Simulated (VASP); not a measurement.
# TaN (I4mm) in VASP: a series of runs

TaN is run at these levels: LDA; tasks: single point.

Program: VASP 6.6.1. These are calculated values, not measurements. Logs are shortened: lines on timing, memory, paths and dates and some standing lists are left out, and cuts for length are marked.

## Step 1: The cell of the first run

The structure is tetragonal, space group I4mm (No. 107). The conventional cell has a = 3.049 Å, b = 3.049 Å, c = 4.312 Å, α = 90.00°, β = 90.00°, γ = 90.00°. Ta (site symmetry 4mm) has 6 N at 2.09 to 2.22 Å within 2.8 Å. Within 2.8 Å of N (site symmetry 4mm) lie 6 Ta at 2.09 to 2.22 Å.

## Step 2: Single point, LDA

INCAR reads:

```
SYSTEM = TaN
ALGO = Normal
EDIFF = 1E-6
ENCUT = 520
GGA = CA
ISIF = 2
ISMEAR = 0
LASPH = .TRUE.
LCHARG = .FALSE.
LREAL = .FALSE.
LWAVE = .FALSE.
NBANDS = 15
NELM = 60
PREC = Accurate
SIGMA = 0.15
```

KPOINTS reads:

```
k-points
0
G
  18 18 18
  0 0 0
```

POSCAR reads:

```
TaN
1.0
    0.0000000000      2.1557928146      2.1557928146
    2.1557928146      0.0000000000      2.1557928146
    2.1557928146      2.1557928146      0.0000000000
Ta N
1 1
Direct
    0.4989139126      0.5010860874      0.5010860874
    0.0140304995     -0.0140304995     -0.0140304995
```

Potentials or basis: VASP PAW LDA potentials, release 64 (Ta_pv, N).

Run with:

```sh
$ cat potpaw_LDA.64/Ta_pv/POTCAR potpaw_LDA.64/N/POTCAR > POTCAR
$ mpirun -np 1 vasp_std > vasp.out
```

OUTCAR:

```text
SYSTEM = TaN
   EDIFF = 1E-6
   ENCUT = 520
   GGA = CA
   ISIF = 2
   ISMEAR = 0
   LASPH = .TRUE.
   LREAL = .FALSE.
   NELM = 60
   PREC = Accurate

 ion  position               nearest neighbor table
   1  0.499  0.501  0.501-   2 2.09   2 2.16   2 2.16   2 2.16   2 2.16   2 2.22
   2  0.014  0.986  0.986-   1 2.09   1 2.16   1 2.16   1 2.16   1 2.16   1 2.22

  LATTYP: Found a face centered cubic cell.
 ALAT       =     4.3115856292

  Lattice vectors:

 A1 = (   0.0000000000,   2.1557928146,   2.1557928146)
 A2 = (   2.1557928146,   0.0000000000,   2.1557928146)
 A3 = (   2.1557928146,   2.1557928146,   0.0000000000)

Analysis of symmetry for initial positions (statically):
=====================================================================
 Subroutine PRICEL returns:
 Original cell was already a primitive cell.

 Routine SETGRP: Setting up the symmetry group for a
 face centered cubic supercell.

 Subroutine GETGRP returns: Found  8 space group operations
 (whereof  8 operations were pure point group operations)
 out of a pool of 48 trial point group operations.

The static configuration has the point symmetry C_4v.

Analysis of symmetry for dynamics (positions and initial velocities):
=====================================================================
 Subroutine PRICEL returns:
 Original cell was already a primitive cell.

 Routine SETGRP: Setting up the symmetry group for a
 face centered cubic supercell.

 Subroutine GETGRP returns: Found  8 space group operations
 (whereof  8 operations were pure point group operations)
 out of a pool of 48 trial point group operations.

The dynamic configuration has the point symmetry C_4v.

 Subroutine INISYM returns: Found  8 space group operations
 (whereof  8 operations are pure point group operations),
 and found     1 'primitive' translations

----------------------------------------------------------------------------------------

                                     Primitive cell

  volume of cell :      20.0378

  direct lattice vectors                    reciprocal lattice vectors
     0.000000000  2.155792815  2.155792815    -0.231933234  0.231933234  0.231933234
     2.155792815  0.000000000  2.155792815     0.231933234 -0.231933234  0.231933234
     2.155792815  2.155792815  0.000000000     0.231933234  0.231933234 -0.231933234

  length of vectors
     3.048751436  3.048751436  3.048751436     0.401720146  0.401720146  0.401720146

  position of ions in fractional coordinates (direct lattice)
     0.498913913  0.501086087  0.501086087
     0.014030500  0.985969500  0.985969500

  ion indices of the primitive-cell ions
   primitive index   ion index
                 1           1
                 2           2

----------------------------------------------------------------------------------------

 KPOINTS: k-points

Automatic generation of k-mesh.
 Grid dimensions read from file:
 generate k-points for:   18   18   18

 Generating k-lattice:

  Cartesian coordinates                     Fractional coordinates (reciprocal lattice)
    -0.012885180  0.012885180  0.012885180     0.055555556  0.000000000  0.000000000
     0.012885180 -0.012885180  0.012885180     0.000000000  0.055555556  0.000000000
     0.012885180  0.012885180 -0.012885180     0.000000000  0.000000000  0.055555556

  Length of vectors
     0.022317786  0.022317786  0.022317786

  Shift w.r.t. Gamma in fractional coordinates (k-lattice)
     0.000000000  0.000000000  0.000000000

 Subroutine IBZKPT returns following result:
 ===========================================

 Found    480 irreducible k-points:

 Following reciprocal coordinates:
            Coordinates               Weight
  0.000000  0.000000  0.000000      1.000000
  0.055556  0.000000  0.000000      8.000000
  0.111111  0.000000  0.000000      8.000000
  0.166667  0.000000  0.000000      8.000000
  0.222222  0.000000  0.000000      8.000000
  0.277778  0.000000  0.000000      8.000000
[... 16 lines left out ...]
  0.388889  0.055556  0.000000     16.000000
  0.000000  0.388889  0.055556      8.000000
 [... further k-points ...]
   k-points           NKPTS =    480   k-points in BZ     NKDIM =    480   number of bands    NBANDS=     15
   number of dos      NEDOS =    301   number of ions     NIONS =      2
   total plane-waves  NPLWV =  13824
   dimension x,y,z NGX =    24 NGY =   24 NGZ =   24
   dimension x,y,z NGXF=    48 NGYF=   48 NGZF=   48
   ions per type =               1   1
   NGX,Y,Z   is equivalent  to a cutoff of  13.09, 13.09, 13.09 a.u.
   NGXF,Y,Z  is equivalent  to a cutoff of  26.17, 26.17, 26.17 a.u.
 SYSTEM =  TaN
   PREC   = accura    normal or accurate (medium, high low for compatibility)
   ISTART =      0    job   : 0-new  1-cont  2-samecut
   ICHARG =      2    charge: 1-file 2-atom 10-const
   ISPIN  =      1    spin polarized calculation?
   LNONCOLLINEAR =      F non collinear calculations
   LSORBIT =      F    spin-orbit coupling
   LASPH  =      T    aspherical Exc in radial PAW
   ENCUT  =  520.0 eV  38.22 Ry    6.18 a.u.   5.67  5.67  5.67*2*pi/ulx,y,z
   NELM   =     60;   NELMIN=  2; NELMDL= -5     # of ELM steps
   EDIFF  = 0.1E-05   stopping-criterion for ELM
   LREAL  =      F    real-space projection
   EDIFFG = 0.1E-04   stopping-criterion for IOM
   NSW    =      0    number of steps for IOM
   IBRION =     -1    ionic relax: 0-MD 1-quasi-New 2-CG
   NFREE  =      0    steps in history (QN), initial steepest desc. (CG)
   ISIF   =      2    stress and relaxation
   ISYM   =      2    0-nonsym 1-usesym 2-fastsym
   POTIM  = 0.5000    time-step for ionic-motion
   TEBEG  =    0.0;   TEEND  =   0.0 temperature during run
   PSTRESS=    0.0 pullay stress
   NELECT =      16.0000    total number of electrons
   NUPDOWN=      -1.0000    fix difference up-down
   EMIN   =  10.00;   EMAX   =-10.00  energy-range for DOS
   EFERMI =   0.00;   METHOD = LEGACY
   ISMEAR =     0;   SIGMA  =   0.15  broadening in eV -4-tet -1-fermi 0-gaus
   EFERMI_NEDOS =   21; number of points for ismear=-14 and -15
   IALGO  =     38    algorithm
   IMIX   =      4    mixing-type and parameters
     AMIX     =   0.40;   BMIX     =  1.00
     AMIX_MAG =   1.60;   BMIX_MAG =  1.00
  volume/ion in A,a.u.               =      10.02        67.61
  Fermi-wavevector in a.u.,A,eV,Ry     =   1.518790  2.870097 31.384884  2.306724
  Thomas-Fermi vector in A             =   2.627863
   LORBIT       =      0    0 simple, 1 ext, 2 COOP (PROOUT), +10 PAW based schemes
   GGA     = CA    functional components
   LHFCALC =     F    Hartree Fock is set to
   AEXX    =    0.0000 exact exchange contribution
   IVDW    =     0    specifies the selected vdW correction
   LEPSILON=     F    determine dielectric tensor
   LRPA    =     F    only Hartree local field effects (RPA)
 non-spin polarized calculation
 Gauss-broadening in eV      SIGMA  =   0.15
  energy-cutoff  :      520.00
  volume of cell :       20.04
 maximum number of plane-waves:       556
   NGX = 11   NGY = 11   NGZ = 11

 number of electron      15.9999999 magnetization

 Free energy of the ion-electron system (eV)
  ---------------------------------------------------
  ext. energy  EPLUGINS =         0.00000000
  ---------------------------------------------------
  free energy    TOTEN  =       -24.10852190 eV

  energy without entropy =      -24.09968367  energy(sigma->0) =      -24.10410279

 E-fermi :  10.0920     XC(G=0): -13.9842

 val. band max:       10.0894787015   @ k =   0.0000   0.2778   0.0556
 cond. band min:      10.0945867818   @ k =   0.0556  -0.3333   0.1667
 fundamental gap:      0.0051080803
 Fermi energy:        10.0919509546

 k-point     1 :       0.0000    0.0000    0.0000
  band No.  band energies     occupation
      1     -25.3489      2.00000
      2     -25.3437      2.00000
      3     -25.3437      2.00000
      4      -9.0009      2.00000
      5       6.0121      2.00000
      6       6.0121      2.00000
      7       6.0484      2.00000
      8       7.7967      2.00000
      9       7.9516      2.00000
     10       7.9516      2.00000
     11      10.1126      0.84540
     12      10.2622      0.10847
     13      12.3467      0.00000
     14      19.5848      0.00000
     15      21.6418      0.00000

 k-point     2 :       0.0556    0.0000    0.0000
  band No.  band energies     occupation
      1     -25.3821      2.00000
      2     -25.3499      2.00000
      3     -25.3469      2.00000
      4      -8.9142      2.00000
      5       5.5081      2.00000
      6       5.7426      2.00000
      7       5.8986      2.00000
      8       7.8754      2.00000
      9       8.0410      2.00000
     10       8.1417      2.00000
     11      10.4719      0.00034
     12      10.6072      0.00000
     13      12.5670      0.00000
     14      19.8376      0.00000
     15      21.6418      0.00000

 k-point     3 :       0.1111    0.0000    0.0000
  band No.  band energies     occupation
      1     -25.4848      2.00000
      2     -25.3590      2.00000
      3     -25.3558      2.00000
      4      -8.6624      2.00000
      5       4.6526      2.00000
      6       5.1288      2.00000
      7       5.2611      2.00000
      8       8.1697      2.00000
      9       8.3065      2.00000
     10       8.4513      2.00000
     11      11.3495      0.00000
     12      11.4586      0.00000
     13      13.1521      0.00000
     14      20.5533      0.00000
     15      21.6416      0.00000
[... 343 lines left out ...]
 k-point    23 :       0.3889    0.0556    0.0000
  band No.  band energies     occupation
      1     -26.2673      2.00000
      2     -25.4525      2.00000
      3     -25.4382      2.00000
      4      -6.2683      2.00000
      5       0.2586      2.00000
      6       2.4112      2.00000
      7       2.6530      2.00000
      8      10.0761      1.11874
      9      11.4773      0.00000
     10      11.6135      0.00000
     11      15.4415      0.00000
     12      16.3342      0.00000
     13      17.4195      0.00000
     14      21.6184      0.00000
     15      22.6144      0.00000

 k-point    24 :       0.0000    0.3889    0.0556
  band No.  band energies     occupation
      1     -26.2679      2.00000
      2     -25.4501      2.00000
      3     -25.4402      2.00000
      4      -6.2667      2.00000
      5       0.2581      2.00000
      6       2.4286      2.00000
      7       2.6310      2.00000
      8      10.0953      0.97515
      9      11.4802      0.00000
     10      11.6143      0.00000
     11      15.4139      0.00000
     12      16.2508      0.00000
     13      17.5146      0.00000
     14      21.6189      0.00000
     15      22.6336      0.00000

 [... further k-points ...]
[... 5 lines left out ...]
  --------------------------------------------------------------------------------------
  -------------------------------------------------------------------------------------
  Total        1.8788635      1.5463472      1.5463472      0.0000000      0.0000000     -0.0000000
  in kB      150.2293365    123.6421484    123.6421484      0.0000000      0.0000000     -0.0000000
  external PRESSURE =     132.5045444 kB  Pullay stress =       0.0000000 kB

 VOLUME and BASIS-vectors are now :
 -----------------------------------------------------------------------------
  energy-cutoff  :      520.00
  volume of cell :       20.04
      direct lattice vectors                 reciprocal lattice vectors
     0.000000000  2.155792815  2.155792815    -0.231933234  0.231933234  0.231933234
     2.155792815  0.000000000  2.155792815     0.231933234 -0.231933234  0.231933234
     2.155792815  2.155792815  0.000000000     0.231933234  0.231933234 -0.231933234

 POSITION                                       TOTAL-FORCE (eV/Angst)
 -----------------------------------------------------------------------------------
      2.16048      2.15579      2.15579        -0.685158      0.000000      0.000000
      4.25109      2.15579      2.15579         0.685158      0.000000      0.000000
 -----------------------------------------------------------------------------------
    total drift:                                0.000005      0.000000      0.000000

  FREE ENERGIE OF THE ION-ELECTRON SYSTEM (eV)
  ---------------------------------------------------
  free  energy   TOTEN  =       -24.1085219020 eV

  energy  without entropy=      -24.0996836707  energy(sigma->0) =      -24.10410279
```

Wall time 33 s (1 thread of Intel Xeon 6975P-C (Granite Rapids), shared host); peak memory 0.25 GiB.

Results:

```yaml
Free_energy: -24.1085 eV
Pressure: 13.3 GPa
Largest_force: 0.685 eV/Å
Band_gap_on_the_k_mesh: zero (band 8 reaches 12.14 eV, above the bottom of band 9 at 7.95 eV)
```

Forces on the atoms (eV/Å):
```
Ta  -0.685  0.000  0.000
N    0.685  0.000  0.000
```

Stress tensor (GPa, compression positive):
```
15.02  0.00  0.00
 0.00 12.36  0.00
 0.00  0.00 12.36
```

Levels at points of the mesh, in eV from the Fermi level:
| k point | band 6 | band 7 | band 8 | band 9 | band 10 | band 11 |
| --- | --- | --- | --- | --- | --- | --- |
| (0.00, 0.00, 0.00) | -4.08 | -4.04 | -2.30 | -2.14 | -2.14 | 0.02 |
| (0.50, 0.00, 0.00) | -8.00 | -7.99 | 2.05 | 2.08 | 2.18 | 4.13 |
| (0.50, 0.50, 0.00) | -6.10 | -4.71 | -4.46 | 2.30 | 3.88 | 3.89 |
| (0.00, 0.50, 0.50) | -5.89 | -4.70 | -4.70 | 2.26 | 3.88 | 3.88 |

Caveat: spin-orbit coupling is left out, which moves the levels of the heavy elements.

## Step 3: Single point, LDA

This run uses another cell than the first one, of 10.27 Å³/atom, 1.025 times its volume.

INCAR reads:

```
PREC = Accurate
ENCUT = 520
EDIFF = 1E-7
ISMEAR = 0
SIGMA = 0.15
LREAL = F
LASPH = T
NELM = 80
ALGO = Normal
ISIF = 2
LWAVE = F
LCHARG = F
GGA = CA
NBANDS = 15
```

KPOINTS reads:

```
Automatic mesh
0
Gamma
  18 18 18
```

POSCAR reads:

```
TaN
1.0
    0.0000000000      2.1738356505      2.1738356505
    2.1738356505      0.0000000000      2.1738356505
    2.1738356505      2.1738356505      0.0000000000
Ta N
1 1
Direct
    0.4989139126      0.5010860874      0.5010860874
    0.0140304995     -0.0140304995     -0.0140304995
```

Potentials or basis: VASP PAW LDA potentials, release 64 (Ta_pv, N).

Run with:

```sh
$ cat potpaw_LDA.64/Ta_pv/POTCAR potpaw_LDA.64/N/POTCAR > POTCAR
$ mpirun -np 1 vasp_std > vasp.out
```

Wall time 36 s (1 thread of Intel Xeon 6975P-C (Granite Rapids), shared host); peak memory 0.25 GiB.

Results (log left out):

```
Free energy            : -24.1344 eV
Pressure               : 3.0 GPa
Largest force          : 0.599 eV/Å
Band gap on the k mesh : zero (band 8 reaches 11.76 eV, above the bottom of band 9 at 7.72 eV)
```

Forces in eV/Å, atoms in the order of the input:
```
Ta  -0.599  0.000  0.000
N    0.599  0.000  0.000
```

Stress tensor (GPa, compression positive):
```
4.66 0.00 0.00
0.00 2.22 0.00
0.00 0.00 2.22
```

Levels at points of the mesh, in eV from the Fermi level:
```
           k point  band 5  band 6  band 7  band 8  band 9  band 10  band 11  band 12
(0.00, 0.00, 0.00)   -4.00   -4.00   -3.97   -2.22   -2.07    -2.07     0.02     0.16
(0.50, 0.00, 0.00)  -10.61   -7.81   -7.80    1.97    2.00     2.10     4.04     7.79
(0.50, 0.50, 0.00)   -6.60   -5.93   -4.66   -4.40    2.21     3.73     3.74     4.97
(0.00, 0.50, 0.50)   -6.58   -5.71   -4.64   -4.64    2.18     3.73     3.73     4.93
```

Caveat: spin-orbit coupling is left out, which moves the levels of the heavy elements.
